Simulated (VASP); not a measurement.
Runs of VASP 6.6.1 on Al2Cl. The structure is that of space group P4mm (No. 99), or close to it. The cells are those of the table. 

```csv
task,cell,k mesh,cutoff (eV),gap on the mesh (eV),pressure (GPa),relaxed volume (Å³/atom),largest force (eV/Å)
single point,"a = 3.789, b = 3.789, c = 4.767 Å, 3 atoms",4 × 4 × 4,520,none,50.1,-,(a)
relaxation of cell and atoms,"relaxed from a = 3.789, b = 3.789, c = 4.767 Å, 3 atoms",4 × 4 × 4,600,none,-0.1,24.98,0.01
relaxation of cell and atoms,"relaxed from a = 3.823, b = 3.823, c = 4.978 Å, 3 atoms",12 × 12 × 10,600,none,0.0,24.37,0.01
single point,"a = 3.823, b = 3.823, c = 4.978 Å, 3 atoms",4 × 4 × 4,520,none,0.0,-,0.01
```

Alike in all rows: level PBE; potentials or basis VASP PAW PBE potentials, release 64 (Al, Cl); no spin polarisation; smearing gaussian 0.1 eV.

Problem. Estimate the missing entries.

Solution. (a) 3.34.

Caveats: some runs use coarse meshes; an odd number of electrons without spin polarisation forces a metal; a magnetic or distorted state may lie lower.

A gap of «none» marks levels without a gap at the run's occupations.
